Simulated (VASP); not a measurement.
# BaS (Fm-3m) in VASP: notebook

Runs on BaS. Level: PBE. Tasks: single point.

Everything below comes from runs of VASP 6.6.1. Logs are shortened: lines on timing, memory, paths and dates and some standing lists are left out, and cuts for length are marked.

### 1 The cell of the first run

The structure is cubic, space group Fm-3m (No. 225). Conventional cell: a = 6.366 Å, b = 6.366 Å, c = 6.366 Å, α = 90.00°, β = 90.00°, γ = 90.00°. Within 4.2 Å of Ba (site symmetry m-3m) lie 6 S at 3.18 Å. S (site symmetry m-3m) has 6 Ba at 3.18 Å within 4.2 Å.

### 2 Single point, PBE (volume scaled by 0.99)

INCAR

```
SYSTEM = BaS
PREC = Accurate ; ENCUT = 520
EDIFF = 1E-6 ; ISMEAR = -1
SIGMA = 0.02 ; LREAL = .False.
LASPH = .True. ; NELM = 80
ALGO = Normal ; ISIF = 2
LWAVE = .False. ; LCHARG = .False.
GGA = PE ; NBANDS = 15
```

KPOINTS

```
regular mesh
0
Gamma
  8 8 8
  0 0 0
```

POSCAR

```
BaS
1.0
    0.0000000000      3.1830684821      3.1830684821
    3.1830684821      0.0000000000      3.1830684821
    3.1830684821      3.1830684821      0.0000000000
Ba S
1 1
Direct
    0.0000000000      0.0000000000      0.0000000000
    0.5000000000      0.5000000000      0.5000000000
```

Potentials or basis: VASP PAW PBE potentials, release 64 (Ba_sv, S).

The run is started by

```console
cat potpaw_PBE.64/Ba_sv/POTCAR potpaw_PBE.64/S/POTCAR > POTCAR
mpirun -np 1 vasp_std > vasp.out
```

OUTCAR:

```text
SYSTEM = BaS
   PREC = Accurate
   ENCUT = 520
   EDIFF = 1E-6
   ISMEAR = -1
   LREAL = .False.
   LASPH = .True.
   NELM = 80
   ISIF = 2
   GGA = PE

 ion  position               nearest neighbor table
   1  0.000  0.000  0.000-   2 3.18   2 3.18   2 3.18   2 3.18   2 3.18   2 3.18
   2  0.500  0.500  0.500-   1 3.18   1 3.18   1 3.18   1 3.18   1 3.18   1 3.18

  LATTYP: Found a face centered cubic cell.
 ALAT       =     6.3661369642

  Lattice vectors:

 A1 = (   0.0000000000,   3.1830684821,   3.1830684821)
 A2 = (   3.1830684821,   0.0000000000,   3.1830684821)
 A3 = (   3.1830684821,   3.1830684821,   0.0000000000)

Analysis of symmetry for initial positions (statically):
=====================================================================
 Subroutine PRICEL returns:
 Original cell was already a primitive cell.

 Routine SETGRP: Setting up the symmetry group for a
 face centered cubic supercell.

 Subroutine GETGRP returns: Found 48 space group operations
 (whereof 48 operations were pure point group operations)
 out of a pool of 48 trial point group operations.

The static configuration has the point symmetry O_h .

Analysis of symmetry for dynamics (positions and initial velocities):
=====================================================================
 Subroutine PRICEL returns:
 Original cell was already a primitive cell.

 Routine SETGRP: Setting up the symmetry group for a
 face centered cubic supercell.

 Subroutine GETGRP returns: Found 48 space group operations
 (whereof 48 operations were pure point group operations)
 out of a pool of 48 trial point group operations.

The dynamic configuration has the point symmetry O_h .

 Subroutine INISYM returns: Found 48 space group operations
 (whereof 48 operations are pure point group operations),
 and found     1 'primitive' translations

----------------------------------------------------------------------------------------

                                     Primitive cell

  volume of cell :      64.5012

  direct lattice vectors                    reciprocal lattice vectors
     0.000000000  3.183068482  3.183068482    -0.157081132  0.157081132  0.157081132
     3.183068482  0.000000000  3.183068482     0.157081132 -0.157081132  0.157081132
     3.183068482  3.183068482  0.000000000     0.157081132  0.157081132 -0.157081132

  length of vectors
     4.501538617  4.501538617  4.501538617     0.272072501  0.272072501  0.272072501

  position of ions in fractional coordinates (direct lattice)
     0.000000000  0.000000000  0.000000000
     0.500000000  0.500000000  0.500000000

  ion indices of the primitive-cell ions
   primitive index   ion index
                 1           1
                 2           2

----------------------------------------------------------------------------------------

 KPOINTS: regular mesh

Automatic generation of k-mesh.
 Grid dimensions read from file:
 generate k-points for:    8    8    8

 Generating k-lattice:

  Cartesian coordinates                     Fractional coordinates (reciprocal lattice)
    -0.019635141  0.019635141  0.019635141     0.125000000  0.000000000  0.000000000
     0.019635141 -0.019635141  0.019635141     0.000000000  0.125000000  0.000000000
     0.019635141  0.019635141 -0.019635141     0.000000000  0.000000000  0.125000000

  Length of vectors
     0.034009063  0.034009063  0.034009063

  Shift w.r.t. Gamma in fractional coordinates (k-lattice)
     0.000000000  0.000000000  0.000000000

 Subroutine IBZKPT returns following result:
 ===========================================

 Found     29 irreducible k-points:

 Following reciprocal coordinates:
            Coordinates               Weight
  0.000000  0.000000  0.000000      1.000000
  0.125000  0.000000  0.000000      8.000000
  0.250000  0.000000  0.000000      8.000000
  0.375000  0.000000  0.000000      8.000000
  0.500000  0.000000  0.000000      4.000000
  0.125000  0.125000  0.000000      6.000000
[... 16 lines left out ...]
  0.500000  0.250000  0.125000     48.000000
 -0.375000  0.250000  0.125000     24.000000
 [... further k-points ...]
   k-points           NKPTS =     29   k-points in BZ     NKDIM =     29   number of bands    NBANDS=     15
   number of dos      NEDOS =    301   number of ions     NIONS =      2
   total plane-waves  NPLWV =  46656
   dimension x,y,z NGX =    36 NGY =   36 NGZ =   36
   dimension x,y,z NGXF=    72 NGYF=   72 NGZF=   72
   ions per type =               1   1
   NGX,Y,Z   is equivalent  to a cutoff of  13.30, 13.30, 13.30 a.u.
   NGXF,Y,Z  is equivalent  to a cutoff of  26.59, 26.59, 26.59 a.u.
 SYSTEM =  BaS
   PREC   = accura    normal or accurate (medium, high low for compatibility)
   ISTART =      0    job   : 0-new  1-cont  2-samecut
   ICHARG =      2    charge: 1-file 2-atom 10-const
   ISPIN  =      1    spin polarized calculation?
   LNONCOLLINEAR =      F non collinear calculations
   LSORBIT =      F    spin-orbit coupling
   LASPH  =      T    aspherical Exc in radial PAW
   ENCUT  =  520.0 eV  38.22 Ry    6.18 a.u.   8.37  8.37  8.37*2*pi/ulx,y,z
   NELM   =     80;   NELMIN=  2; NELMDL= -5     # of ELM steps
   EDIFF  = 0.1E-05   stopping-criterion for ELM
   LREAL  =      F    real-space projection
   EDIFFG = 0.1E-04   stopping-criterion for IOM
   NSW    =      0    number of steps for IOM
   IBRION =     -1    ionic relax: 0-MD 1-quasi-New 2-CG
   NFREE  =      0    steps in history (QN), initial steepest desc. (CG)
   ISIF   =      2    stress and relaxation
   ISYM   =      2    0-nonsym 1-usesym 2-fastsym
   POTIM  = 0.5000    time-step for ionic-motion
   TEBEG  =    0.0;   TEEND  =   0.0 temperature during run
   PSTRESS=    0.0 pullay stress
   NELECT =      16.0000    total number of electrons
   NUPDOWN=      -1.0000    fix difference up-down
   EMIN   =  10.00;   EMAX   =-10.00  energy-range for DOS
   EFERMI =   0.00;   METHOD = LEGACY
   ISMEAR =    -1;   SIGMA  =   0.02  broadening in eV -4-tet -1-fermi 0-gaus
   EFERMI_NEDOS =   21; number of points for ismear=-14 and -15
   IALGO  =     38    algorithm
   IMIX   =      4    mixing-type and parameters
     AMIX     =   0.40;   BMIX     =  1.00
     AMIX_MAG =   1.60;   BMIX_MAG =  1.00
  volume/ion in A,a.u.               =      32.25       217.64
  Fermi-wavevector in a.u.,A,eV,Ry     =   1.028629  1.943827 14.396025  1.058078
  Thomas-Fermi vector in A             =   2.162635
   LORBIT       =      0    0 simple, 1 ext, 2 COOP (PROOUT), +10 PAW based schemes
   GGA     = PE    functional components
   LHFCALC =     F    Hartree Fock is set to
   AEXX    =    0.0000 exact exchange contribution
   IVDW    =     0    specifies the selected vdW correction
   LEPSILON=     F    determine dielectric tensor
   LRPA    =     F    only Hartree local field effects (RPA)
 non-spin polarized calculation
  energy-cutoff  :      520.00
  volume of cell :       64.50
 maximum number of plane-waves:      1807
 NGX is ok and might be reduce to    36
   NGX = 17   NGY = 17   NGZ = 17

 number of electron      16.0000001 magnetization

 Free energy of the ion-electron system (eV)
  ---------------------------------------------------
  ext. energy  EPLUGINS =         0.00000000
  ---------------------------------------------------
  free energy    TOTEN  =       -10.17786754 eV

  energy without entropy =      -10.17786754  energy(sigma->0) =      -10.17786754

 E-fermi :   1.9354     XC(G=0):  -8.6677

 val. band max:        1.5063239297   @ k =   0.0000   0.0000   0.0000
 cond. band min:       3.5961260640   @ k =   0.5000   0.5000   0.0000
 fundamental gap:      2.0898021342
 Fermi energy:         1.9354101495

 k-point     1 :       0.0000    0.0000    0.0000
  band No.  band energies     occupation
      1     -24.5365      2.00000
      2      -9.5910      2.00000
      3      -9.5910      2.00000
      4      -9.5910      2.00000
      5      -8.8697      2.00000
      6       1.5063      2.00000
      7       1.5063      2.00000
      8       1.5063      2.00000
      9       5.1555      0.00000
     10       5.3760      0.00000
     11       5.3760      0.00000
     12       5.3760      0.00000
     13       6.3124      0.00000
     14       6.3124      0.00000
     15      10.2585      0.00000

 k-point     2 :       0.1250    0.0000    0.0000
  band No.  band energies     occupation
      1     -24.5297      2.00000
      2      -9.9141      2.00000
      3      -9.5968      2.00000
      4      -9.5968      2.00000
      5      -8.5331      2.00000
      6       1.0937      2.00000
      7       1.2917      2.00000
      8       1.2917      2.00000
      9       5.3797      0.00000
     10       5.6123      0.00000
     11       5.6123      0.00000
     12       5.7603      0.00000
     13       6.7745      0.00000
     14       6.7745      0.00000
     15      10.8890      0.00000

 k-point     3 :       0.2500    0.0000    0.0000
  band No.  band energies     occupation
      1     -24.5131      2.00000
      2     -10.3567      2.00000
      3      -9.6108      2.00000
      4      -9.6108      2.00000
      5      -8.0558      2.00000
      6       0.3465      2.00000
      7       0.8678      2.00000
      8       0.8678      2.00000
      9       5.6175      0.00000
     10       6.2728      0.00000
     11       6.2728      0.00000
     12       6.9513      0.00000
     13       7.9308      0.00000
     14       7.9308      0.00000
     15      12.1534      0.00000

 k-point     4 :       0.3750    0.0000    0.0000
  band No.  band energies     occupation
      1     -24.4963      2.00000
      2     -10.6657      2.00000
      3      -9.6246      2.00000
      4      -9.6246      2.00000
      5      -7.7086      2.00000
      6      -0.2367      2.00000
      7       0.5258      2.00000
      8       0.5258      2.00000
      9       6.2379      0.00000
     10       7.2198      0.00000
     11       7.2198      0.00000
     12       7.7078      0.00000
     13       9.3598      0.00000
     14       9.3598      0.00000
     15      11.8234      0.00000
[... 307 lines left out ...]
 k-point    22 :       0.3750    0.2500    0.1250
  band No.  band energies     occupation
      1     -24.5010      2.00000
      2     -10.3785      2.00000
      3      -9.7291      2.00000
      4      -9.6412      2.00000
      5      -8.0482      2.00000
      6       0.1057      2.00000
      7       0.8024      2.00000
      8       1.2077      2.00000
      9       4.8867      0.00000
     10       6.6072      0.00000
     11       7.0277      0.00000
     12       7.5911      0.00000
     13       7.7864      0.00000
     14       9.6986      0.00000
     15      11.8307      0.00000

 k-point    23 :       0.5000    0.2500    0.1250
  band No.  band energies     occupation
      1     -24.4878      2.00000
      2     -10.5082      2.00000
      3      -9.7824      2.00000
      4      -9.6746      2.00000
      5      -7.9365      2.00000
      6       0.0361      2.00000
      7       0.5756      2.00000
      8       0.9642      2.00000
      9       5.3847      0.00000
     10       7.1482      0.00000
     11       7.6903      0.00000
     12       7.8616      0.00000
     13       9.0412      0.00000
     14      10.3049      0.00000
     15      10.9759      0.00000

 k-point    24 :      -0.3750    0.2500    0.1250
  band No.  band energies     occupation
      1     -24.4823      2.00000
      2     -10.5592      2.00000
      3      -9.7924      2.00000
      4      -9.6996      2.00000
      5      -7.8948      2.00000
      6       0.0086      2.00000
      7       0.6315      2.00000
      8       0.7144      2.00000
      9       6.2123      0.00000
     10       6.3940      0.00000
     11       8.2056      0.00000
     12       8.4531      0.00000
     13       9.4094      0.00000
     14      10.3292      0.00000
     15      11.0242      0.00000

 [... further k-points ...]

------------------------ aborting loop because EDIFF is reached ----------------------------------------

  FORCE on cell =-STRESS in cart. coord.  units (eV):
  Direction    XX          YY          ZZ          XY          YZ          ZX
  --------------------------------------------------------------------------------------
  -------------------------------------------------------------------------------------
  Total        0.7715899      0.7715899      0.7715899     -0.0000000      0.0000000     -0.0000000
  in kB       19.1658974     19.1658974     19.1658974     -0.0000000      0.0000000     -0.0000000
  external PRESSURE =      19.1658974 kB  Pullay stress =       0.0000000 kB

 VOLUME and BASIS-vectors are now :
 -----------------------------------------------------------------------------
  energy-cutoff  :      520.00
  volume of cell :       64.50
      direct lattice vectors                 reciprocal lattice vectors
     0.000000000  3.183068482  3.183068482    -0.157081132  0.157081132  0.157081132
     3.183068482  0.000000000  3.183068482     0.157081132 -0.157081132  0.157081132
     3.183068482  3.183068482  0.000000000     0.157081132  0.157081132 -0.157081132

 POSITION                                       TOTAL-FORCE (eV/Angst)
 -----------------------------------------------------------------------------------
      0.00000      0.00000      0.00000        -0.000000      0.000000      0.000000
      3.18307      3.18307      3.18307         0.000000     -0.000000     -0.000000
 -----------------------------------------------------------------------------------
    total drift:                                0.000000      0.000000      0.000000

  FREE ENERGIE OF THE ION-ELECTRON SYSTEM (eV)
  ---------------------------------------------------
  free  energy   TOTEN  =       -10.1778675395 eV

  energy  without entropy=      -10.1778675395  energy(sigma->0) =      -10.17786754
```

Wall time 22 s (1 thread of AMD EPYC 7R13 (Zen 3), shared host); peak memory 0.18 GiB.

Results:

* Free energy: -10.1779 eV
* Pressure: 1.9 GPa
* Band gap on the k mesh: 2.09 eV, indirect (least direct gap 2.22 eV)

Levels at points of the mesh, in eV from the valence-band top:
```
           k point  band 5  band 6  band 7  band 8  band 9  band 10  band 11  band 12
(0.00, 0.00, 0.00)  -10.38    0.00    0.00    0.00    3.65     3.87     3.87     3.87
(0.50, 0.00, 0.00)   -9.09   -1.96   -1.11   -1.11    5.58     5.72     6.35     6.35
(0.50, 0.50, 0.00)  -10.29   -0.51   -0.13   -0.13    2.09     5.96     6.09     7.55
```

Caveat: spin-orbit coupling is left out, which moves the levels of the heavy elements. A k mesh can miss the band edges.

### 3 Single point, PBE (volume scaled by 1.02)

INCAR

```
PREC     = Accurate       # precision mode
ENCUT    = 520            # plane-wave cutoff, eV
EDIFF    = 1E-6           # SCF threshold, eV
ISMEAR   = -1             # smearing method
SIGMA    = 0.02           # smearing width, eV
LREAL    = False          # projectors in reciprocal space
LASPH    = True           # aspherical terms in the spheres
NELM     = 60             # most SCF steps
ALGO     = Normal         # electronic algorithm
ISIF     = 2              # what is computed and relaxed
LWAVE    = False          # write WAVECAR
LCHARG   = False          # write CHGCAR
GGA      = PE             # functional
NBANDS   = 15             # bands
```

KPOINTS

```
regular mesh
0
Gamma
  8 8 8
```

POSCAR

```
BaS
1.0
    0.0000000000      3.2149012787      3.2149012787
    3.2149012787      0.0000000000      3.2149012787
    3.2149012787      3.2149012787      0.0000000000
Ba S
1 1
Direct
    0.0000000000      0.0000000000      0.0000000000
    0.5000000000      0.5000000000      0.5000000000
```

Potentials or basis: VASP PAW PBE potentials, release 64 (Ba_sv, S).

The run is started by

```console
cat potpaw_PBE.64/Ba_sv/POTCAR potpaw_PBE.64/S/POTCAR > POTCAR
mpirun -np 1 vasp_std > vasp.out
```

Run time: 24 s. Hardware: 1 thread of AMD EPYC 7R13 (Zen 3), shared host; peak memory 0.18 GiB.

The run converged. Its results:

| Quantity | Value |
| --- | --- |
| Free energy | -10.1928 eV |
| Pressure | 0.5 GPa |
| Band gap on the k mesh | 2.14 eV, indirect (least direct gap 2.29 eV) |

Levels at points of the mesh, in eV from the valence-band top:
```tsv
k point	band 5	band 6	band 7	band 8	band 9	band 10	band 11	band 12
(0.00, 0.00, 0.00)	-10.33	0.00	0.00	0.00	3.50	3.87	3.87	3.87
(0.50, 0.00, 0.00)	-9.18	-1.89	-1.05	-1.05	5.47	5.63	6.23	6.23
(0.50, 0.50, 0.00)	-10.24	-0.55	-0.15	-0.15	2.14	5.88	5.91	7.39
```

Caveat: spin-orbit coupling is left out, which moves the levels of the heavy elements.
